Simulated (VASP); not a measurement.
# Hf (Pm-3m) in VASP: notebook

Runs on Hf. Level: PBE. Tasks: single point.

Program: VASP 6.6.1. These are calculated values, not measurements. Logs are shortened: lines on timing, memory, paths and dates and some standing lists are left out, and cuts for length are marked.

### Step 1. The cell of the first run

It takes space group Pm-3m (No. 221, cubic). The conventional cell has a = 2.837 Å, b = 2.837 Å, c = 2.837 Å, α = 90.00°, β = 90.00°, γ = 90.00°. Within 3.7 Å of Hf (site symmetry m-3m) lie 6 Hf at 2.84 Å.

This isn't the form of Hf at room conditions, which is hcp.

### Step 2. Single point, PBE (22.84 Å³/atom)

Contents of INCAR:

```
PREC = Accurate ; ENCUT = 520
EDIFF = 1E-6 ; ISMEAR = -1
SIGMA = 0.1 ; LREAL = False
LASPH = True ; NELM = 100
ALGO = Normal ; ISIF = 2
LWAVE = False ; LCHARG = False
GGA = PE ; NBANDS = 11
```

Contents of KPOINTS:

```
regular mesh
0
Gamma
  18 18 18
```

Contents of POSCAR:

```
Hf
1.0
    2.8374169520      0.0000000000      0.0000000000
    0.0000000000      2.8374169520      0.0000000000
    0.0000000000      0.0000000000      2.8374169520
Hf
1
Direct
    0.0000000000      0.0000000000      0.0000000000
```

Potentials or basis: VASP PAW PBE potentials, release 64 (Hf_pv).

Command:

```bash
> cat potpaw_PBE.64/Hf_pv/POTCAR > POTCAR
> mpirun -np 1 vasp_std > vasp.out
```

OUTCAR:

```text
PREC = Accurate
   ENCUT = 520
   EDIFF = 1E-6
   ISMEAR = -1
   LREAL = False
   LASPH = True
   NELM = 100
   ISIF = 2
   GGA = PE

 ion  position               nearest neighbor table
   1  0.000  0.000  0.000-

  LATTYP: Found a simple cubic cell.
 ALAT       =     2.8374169520

  Lattice vectors:

 A1 = (   2.8374169520,   0.0000000000,   0.0000000000)
 A2 = (   0.0000000000,   2.8374169520,   0.0000000000)
 A3 = (   0.0000000000,   0.0000000000,   2.8374169520)

Analysis of symmetry for initial positions (statically):
=====================================================================
 Subroutine PRICEL returns:
 Original cell was already a primitive cell.

 Routine SETGRP: Setting up the symmetry group for a
 simple cubic supercell.

 Subroutine GETGRP returns: Found 48 space group operations
 (whereof 48 operations were pure point group operations)
 out of a pool of 48 trial point group operations.

The static configuration has the point symmetry O_h .

Analysis of symmetry for dynamics (positions and initial velocities):
=====================================================================
 Subroutine PRICEL returns:
 Original cell was already a primitive cell.

 Routine SETGRP: Setting up the symmetry group for a
 simple cubic supercell.

 Subroutine GETGRP returns: Found 48 space group operations
 (whereof 48 operations were pure point group operations)
 out of a pool of 48 trial point group operations.

The dynamic configuration has the point symmetry O_h .

 Subroutine INISYM returns: Found 48 space group operations
 (whereof 48 operations are pure point group operations),
 and found     1 'primitive' translations

----------------------------------------------------------------------------------------

                                     Primitive cell

  volume of cell :      22.8439

  direct lattice vectors                    reciprocal lattice vectors
     2.837416952  0.000000000  0.000000000     0.352433223  0.000000000  0.000000000
     0.000000000  2.837416952  0.000000000     0.000000000  0.352433223  0.000000000
     0.000000000  0.000000000  2.837416952     0.000000000  0.000000000  0.352433223

  length of vectors
[... 78 lines left out ...]
   ENCUT  =  520.0 eV  38.22 Ry    6.18 a.u.   5.28  5.28  5.28*2*pi/ulx,y,z
   NELM   =    100;   NELMIN=  2; NELMDL= -5     # of ELM steps
   EDIFF  = 0.1E-05   stopping-criterion for ELM
   LREAL  =      F    real-space projection
   EDIFFG = 0.1E-04   stopping-criterion for IOM
   NSW    =      0    number of steps for IOM
   IBRION =     -1    ionic relax: 0-MD 1-quasi-New 2-CG
   NFREE  =      0    steps in history (QN), initial steepest desc. (CG)
   ISIF   =      2    stress and relaxation
   ISYM   =      2    0-nonsym 1-usesym 2-fastsym
   POTIM  = 0.5000    time-step for ionic-motion
   TEBEG  =    0.0;   TEEND  =   0.0 temperature during run
   PSTRESS=    0.0 pullay stress
   NELECT =      10.0000    total number of electrons
   NUPDOWN=      -1.0000    fix difference up-down
   EMIN   =  10.00;   EMAX   =-10.00  energy-range for DOS
   EFERMI =   0.00;   METHOD = LEGACY
   ISMEAR =    -1;   SIGMA  =   0.10  broadening in eV -4-tet -1-fermi 0-gaus
   EFERMI_NEDOS =   21; number of points for ismear=-14 and -15
   IALGO  =     38    algorithm
   IMIX   =      4    mixing-type and parameters
     AMIX     =   0.40;   BMIX     =  1.00
     AMIX_MAG =   1.60;   BMIX_MAG =  1.00
  volume/ion in A,a.u.               =      22.84       154.16
  Fermi-wavevector in a.u.,A,eV,Ry     =   1.243040  2.349004 21.023011  1.545148
  Thomas-Fermi vector in A             =   2.377368
   LORBIT       =      0    0 simple, 1 ext, 2 COOP (PROOUT), +10 PAW based schemes
   GGA     = PE    functional components
[... 5 lines left out ...]
 non-spin polarized calculation
  energy-cutoff  :      520.00
  volume of cell :       22.84
 maximum number of plane-waves:       635
 NGX is ok and might be reduce to    24
   NGX = 11   NGY = 11   NGZ = 11

 number of electron      10.0000000 magnetization

 number of electron       9.9999998 magnetization

 Free energy of the ion-electron system (eV)
  ---------------------------------------------------
  ext. energy  EPLUGINS =         0.00000000
  ---------------------------------------------------
  free energy    TOTEN  =        -8.83313793 eV

  energy without entropy =       -8.78129947  energy(sigma->0) =       -8.80721870

 E-fermi :   4.3174     XC(G=0): -11.0924

 val. band max:        4.3104771308   @ k =   0.2222   0.1667   0.1667
 cond. band min:       4.3227592632   @ k =   0.3889   0.1111   0.0556
 fundamental gap:      0.0122821324
 Fermi energy:         4.3174241283

 k-point     1 :       0.0000    0.0000    0.0000
  band No.  band energies     occupation
      1     -25.3868      2.00000
      2     -25.3868      2.00000
      3     -25.3868      2.00000
      4      -2.3851      2.00000
      5       2.7227      2.00000
      6       2.7227      2.00000
      7      11.3767      0.00000
      8      11.3767      0.00000
      9      11.3767      0.00000
     10      17.6626      0.00000
     11      17.9223      0.00000
[... 309 lines left out ...]
 k-point    24 :       0.3333    0.1111    0.0000
  band No.  band energies     occupation
      1     -26.2679      2.00000
      2     -25.4486      2.00000
      3     -25.2947      2.00000
      4       0.3392      2.00000
      5       3.6956      1.99602
      6       4.5527      0.17363
      7       7.8533      0.00000
      8       8.3338      0.00000
      9      11.1088      0.00000
     10      14.0341      0.00000
     11      17.6672      0.00000

 [... further k-points ...]

------------------------ aborting loop because EDIFF is reached ----------------------------------------

  FORCE on cell =-STRESS in cart. coord.  units (eV):
  Direction    XX          YY          ZZ          XY          YZ          ZX
  --------------------------------------------------------------------------------------
  -------------------------------------------------------------------------------------
  Total        0.9431546      0.9431546      0.9431546      0.0000000      0.0000000      0.0000000
  in kB       66.1491096     66.1491096     66.1491096      0.0000000      0.0000000      0.0000000
  external PRESSURE =      66.1491096 kB  Pullay stress =       0.0000000 kB

 VOLUME and BASIS-vectors are now :
 -----------------------------------------------------------------------------
  energy-cutoff  :      520.00
  volume of cell :       22.84
      direct lattice vectors                 reciprocal lattice vectors
     2.837416952  0.000000000  0.000000000     0.352433223  0.000000000  0.000000000
     0.000000000  2.837416952  0.000000000     0.000000000  0.352433223  0.000000000
     0.000000000  0.000000000  2.837416952     0.000000000  0.000000000  0.352433223

 POSITION                                       TOTAL-FORCE (eV/Angst)
 -----------------------------------------------------------------------------------
      0.00000      0.00000      0.00000         0.000000      0.000000      0.000000
 -----------------------------------------------------------------------------------
    total drift:                                0.000000      0.000000      0.000000

  FREE ENERGIE OF THE ION-ELECTRON SYSTEM (eV)
  ---------------------------------------------------
  free  energy   TOTEN  =        -8.8331379289 eV

  energy  without entropy=       -8.7812994676  energy(sigma->0) =       -8.80721870
```

OSZICAR:

```text
N       E                     dE             d eps       ncg     rms          rms(c)
DAV:   1     0.142814983966E+02    0.14281E+02   -0.57558E+03  4880   0.839E+02
DAV:   2    -0.859515565646E+01   -0.22877E+02   -0.22030E+02  5946   0.155E+02
DAV:   3    -0.906687018037E+01   -0.47171E+00   -0.46166E+00  5950   0.151E+01
DAV:   4    -0.906908059538E+01   -0.22104E-02   -0.22099E-02  5612   0.128E+00
DAV:   5    -0.906909593297E+01   -0.15338E-04   -0.15337E-04  6175   0.924E-02    0.343E+01
DAV:   6    -0.888268571257E+01    0.18641E+00   -0.18408E-01  5575   0.289E+00    0.202E+01
DAV:   7    -0.883712282019E+01    0.45563E-01   -0.23710E-01  5801   0.318E+00    0.999E-01
DAV:   8    -0.883307286215E+01    0.40500E-02   -0.21352E-02  5409   0.962E-01    0.178E-01
DAV:   9    -0.883313575663E+01   -0.62894E-04   -0.41898E-04  5964   0.157E-01    0.625E-02
DAV:  10    -0.883313887297E+01   -0.31163E-05   -0.23629E-05  5823   0.378E-02    0.325E-02
DAV:  11    -0.883313792893E+01    0.94404E-06   -0.56562E-06  5824   0.165E-02
   1 F= -.88331379E+01 E0= -.88072187E+01  d E =-.518385E-01
```

Wall time 24 s (1 thread of Intel Xeon 8259CL, shared host); peak memory 0.18 GiB.

Results:

- Free energy: -8.8331 eV
- Pressure: 6.6 GPa
- Band gap on the k mesh: zero (bands 5 and 6 overlap by 2.54 eV)

Levels at points of the mesh, in eV from the Fermi level:
```csv
k point,band 1,band 2,band 3,band 4,band 5,band 6,band 7,band 8,band 9,band 10
"(0.00, 0.00, 0.00)",-29.70,-29.70,-29.70,-6.70,-1.59,-1.59,7.06,7.06,7.06,13.35
"(0.50, 0.00, 0.00)",-30.88,-29.60,-29.60,-3.18,-0.60,0.05,3.25,3.25,7.48,10.52
"(0.50, 0.50, 0.00)",-30.71,-30.71,-29.50,-3.20,-0.58,4.07,4.07,4.92,4.92,9.54
"(0.50, 0.50, 0.50)",-30.56,-30.56,-30.56,-1.50,-1.50,-1.50,6.93,9.82,9.82,10.99
```

Caveat: the cell stands under pressure; spin-orbit coupling is left out, which moves the levels of the heavy elements.

### Step 3. Single point, PBE (23.84 Å³/atom)

This run uses another cell than the first one, of 23.84 Å³/atom.

Contents of INCAR:

```
SYSTEM = Hf
ALGO = Normal
EDIFF = 1E-6
ENCUT = 520
GGA = PE
ISIF = 2
ISMEAR = -1
LASPH = .TRUE.
LCHARG = .FALSE.
LREAL = .FALSE.
LWAVE = .FALSE.
NBANDS = 11
NELM = 60
PREC = Accurate
SIGMA = 0.1
```

Contents of KPOINTS:

```
k-points
0
G
  18 18 18
  0 0 0
```

Contents of POSCAR:

```
Hf
1.0
    2.8779569571      0.0000000000      0.0000000000
    0.0000000000      2.8779569571      0.0000000000
    0.0000000000      0.0000000000      2.8779569571
Hf
1
Direct
    0.0000000000      0.0000000000      0.0000000000
```

Potentials or basis: VASP PAW PBE potentials, release 64 (Hf_pv).

Command:

```bash
> cat potpaw_PBE.64/Hf_pv/POTCAR > POTCAR
> mpirun -np 1 vasp_std > vasp.out
```

OUTCAR:

```text
SYSTEM = Hf
   EDIFF = 1E-6
   ENCUT = 520
   GGA = PE
   ISIF = 2
   ISMEAR = -1
   LASPH = .TRUE.
   LREAL = .FALSE.
   NELM = 60
   PREC = Accurate

 ion  position               nearest neighbor table
   1  0.000  0.000  0.000-

  LATTYP: Found a simple cubic cell.
 ALAT       =     2.8779569571

  Lattice vectors:

 A1 = (   2.8779569571,   0.0000000000,   0.0000000000)
 A2 = (   0.0000000000,   2.8779569571,   0.0000000000)
 A3 = (   0.0000000000,   0.0000000000,   2.8779569571)

[... 514 lines left out ...]
     10      13.3920      0.00000
     11      17.2585      0.00000

 [... further k-points ...]

------------------------ aborting loop because EDIFF is reached ----------------------------------------

  FORCE on cell =-STRESS in cart. coord.  units (eV):
  Direction    XX          YY          ZZ          XY          YZ          ZX
  --------------------------------------------------------------------------------------
  -------------------------------------------------------------------------------------
  Total        0.4220614      0.4220614      0.4220614      0.0000000     -0.0000000      0.0000000
  in kB       28.3683046     28.3683046     28.3683046      0.0000000     -0.0000000      0.0000000
  external PRESSURE =      28.3683046 kB  Pullay stress =       0.0000000 kB

 VOLUME and BASIS-vectors are now :
 -----------------------------------------------------------------------------
  energy-cutoff  :      520.00
  volume of cell :       23.84
      direct lattice vectors                 reciprocal lattice vectors
     2.877956957  0.000000000  0.000000000     0.347468713  0.000000000  0.000000000
     0.000000000  2.877956957  0.000000000     0.000000000  0.347468713  0.000000000
     0.000000000  0.000000000  2.877956957     0.000000000  0.000000000  0.347468713

 POSITION                                       TOTAL-FORCE (eV/Angst)
 -----------------------------------------------------------------------------------
      0.00000      0.00000      0.00000         0.000000      0.000000      0.000000
 -----------------------------------------------------------------------------------
    total drift:                                0.000000      0.000000      0.000000

  FREE ENERGIE OF THE ION-ELECTRON SYSTEM (eV)
  ---------------------------------------------------
  free  energy   TOTEN  =        -8.8622176607 eV

  energy  without entropy=       -8.8067478377  energy(sigma->0) =       -8.83448275
```

OSZICAR:

```text
N       E                     dE             d eps       ncg     rms          rms(c)
DAV:   1     0.143295463305E+02    0.14330E+02   -0.57242E+03  4888   0.834E+02
DAV:   2    -0.862385531694E+01   -0.22953E+02   -0.22106E+02  6027   0.155E+02
DAV:   3    -0.911373177872E+01   -0.48988E+00   -0.48282E+00  5984   0.155E+01
DAV:   4    -0.911622657453E+01   -0.24948E-02   -0.24939E-02  5568   0.135E+00
DAV:   5    -0.911624415671E+01   -0.17582E-04   -0.17582E-04  6153   0.995E-02    0.333E+01
DAV:   6    -0.891457722466E+01    0.20167E+00   -0.20256E-01  5514   0.301E+00    0.197E+01
DAV:   7    -0.886677392238E+01    0.47803E-01   -0.25826E-01  5777   0.330E+00    0.102E+00
DAV:   8    -0.886215500553E+01    0.46189E-02   -0.24090E-02  5427   0.102E+00    0.209E-01
DAV:   9    -0.886221353851E+01   -0.58533E-04   -0.46802E-04  5964   0.170E-01    0.739E-02
DAV:  10    -0.886221903790E+01   -0.54994E-05   -0.26993E-05  5843   0.404E-02    0.420E-02
DAV:  11    -0.886221766597E+01    0.13719E-05   -0.70245E-06  5857   0.183E-02    0.198E-03
DAV:  12    -0.886221766071E+01    0.52647E-08   -0.10479E-07  3615   0.295E-03
   1 F= -.88622177E+01 E0= -.88344827E+01  d E =-.554698E-01
```

stdout:

```text
POSCAR found type information on POSCAR Hf
 POSCAR found :  1 types and       1 ions
 scaLAPACK will be used
 LDA part: xc-table for (Slater+PW92), standard interpolation
 POSCAR, INCAR and KPOINTS ok, starting setup
 FFT: planning ... GRIDC
 FFT: planning ... GRID_SOFT
 FFT: planning ... GRID
 WAVECAR not read
 entering main loop
```

It took 29 s on 1 thread of Intel Xeon 8259CL, shared host; peak memory 0.18 GiB.

What came out:

```yaml
Free_energy: -8.8622 eV
Pressure: 2.8 GPa
Band_gap_on_the_k_mesh: zero (bands 5 and 6 overlap by 2.34 eV)
```

Levels at points of the mesh, in eV from the Fermi level:
```
           k point  band 2  band 3  band 4  band 5  band 6  band 7  band 8  band 9
(0.00, 0.00, 0.00)  -29.84  -29.84   -6.58   -1.49   -1.49    6.75    6.75    6.75
(0.50, 0.00, 0.00)  -29.75  -29.75   -3.15   -0.54   -0.02    3.16    3.16    7.14
(0.50, 0.50, 0.00)  -30.73  -29.66   -2.99   -0.60    3.93    3.93    4.65    4.65
(0.50, 0.50, 0.50)  -30.60  -30.60   -1.36   -1.36   -1.36    6.92    9.35    9.35
```

Caveat: spin-orbit coupling is left out, which moves the levels of the heavy elements.

### Step 4. Single point, PBE

This run uses another cell than the first one, of 24.83 Å³/atom.

Contents of INCAR:

```
  PREC = Accurate
  ENCUT = 520
  EDIFF = 1E-6
  ISMEAR = -1
  SIGMA = 0.1
  LREAL = F
  LASPH = T
  NELM = 80
  ALGO = Normal
  ISIF = 2
  LWAVE = F
  LCHARG = T
  GGA = PE
  LELF = T
  LVHAR = T
  NBANDS = 11
```

Contents of KPOINTS:

```
Automatic mesh
0
Gamma
  18 18 18
```

Contents of POSCAR:

```
Hf
1.0
    2.9173859246      0.0000000000      0.0000000000
    0.0000000000      2.9173859246      0.0000000000
    0.0000000000      0.0000000000      2.9173859246
Hf
1
Direct
    0.0000000000      0.0000000000      0.0000000000
```

Command:

```bash
> cat potpaw_PBE.64/Hf_pv/POTCAR > POTCAR
> mpirun -np 1 vasp_std > vasp.out
```

Wall time 33 s (1 thread of Intel Xeon 8259CL, shared host); peak memory 0.19 GiB.

It converged, with:

- Free energy: -8.8699 eV
- Pressure: -0.3 GPa
- Band gap on the k mesh: zero (bands 5 and 6 overlap by 2.24 eV)

Levels at points of the mesh, in eV from the Fermi level:
```csv
k point,band 2,band 3,band 4,band 5,band 6,band 7,band 8,band 9
"(0.00, 0.00, 0.00)",-29.97,-29.97,-6.46,-1.39,-1.39,6.46,6.46,6.46
"(0.50, 0.00, 0.00)",-29.89,-29.89,-3.13,-0.49,-0.08,3.07,3.07,6.82
"(0.50, 0.50, 0.00)",-30.76,-29.81,-2.79,-0.61,3.79,3.79,4.41,4.41
"(0.50, 0.50, 0.50)",-30.65,-30.65,-1.24,-1.24,-1.24,6.91,8.90,8.90
```

Caveat: spin-orbit coupling is left out, which moves the levels of the heavy elements.

### Step 5. Single point, PBE (24.83 Å³/atom)

This run uses another cell than the first one, of 24.83 Å³/atom.

Contents of INCAR:

```
SYSTEM = Hf
PREC     = Accurate       ! precision mode
ENCUT    = 520            ! plane-wave cutoff, eV
EDIFF    = 1E-6           ! SCF threshold, eV
ISMEAR   = -1             ! smearing method
SIGMA    = 0.1            ! smearing width, eV
LREAL    = .FALSE.        ! projectors in reciprocal space
LASPH    = .TRUE.         ! aspherical terms in the spheres
NELM     = 60             ! most SCF steps
ALGO     = Normal         ! electronic algorithm
ISIF     = 2              ! what is computed and relaxed
LWAVE    = .FALSE.        ! write WAVECAR
LCHARG   = .FALSE.        ! write CHGCAR
GGA      = PE             ! functional
NBANDS   = 11             ! bands
```

Contents of KPOINTS:

```
regular mesh
0
G
  18 18 18
  0 0 0
```

POSCAR is that of step 4.

Command:

```bash
> cat potpaw_PBE.64/Hf_pv/POTCAR > POTCAR
> mpirun -np 1 vasp_std > vasp.out
```

Run time: 39 s. Hardware: 1 thread of Intel Xeon 8259CL, shared host; peak memory 0.18 GiB.

Results (log left out):

```
Free energy            : -8.8699 eV
Pressure               : -0.3 GPa
Band gap on the k mesh : zero (bands 5 and 6 overlap by 2.24 eV)
```

Levels at points of the mesh, in eV from the Fermi level:
| k point | band 3 | band 4 | band 5 | band 6 | band 7 | band 8 |
| --- | --- | --- | --- | --- | --- | --- |
| (0.00, 0.00, 0.00) | -29.97 | -6.46 | -1.39 | -1.39 | 6.46 | 6.46 |
| (0.50, 0.00, 0.00) | -29.89 | -3.13 | -0.49 | -0.08 | 3.07 | 3.07 |
| (0.50, 0.50, 0.00) | -29.81 | -2.79 | -0.61 | 3.79 | 3.79 | 4.41 |
| (0.50, 0.50, 0.50) | -30.65 | -1.24 | -1.24 | -1.24 | 6.91 | 8.90 |

Caveat: spin-orbit coupling is left out, which moves the levels of the heavy elements.

(Continued in part 2 of 2.)
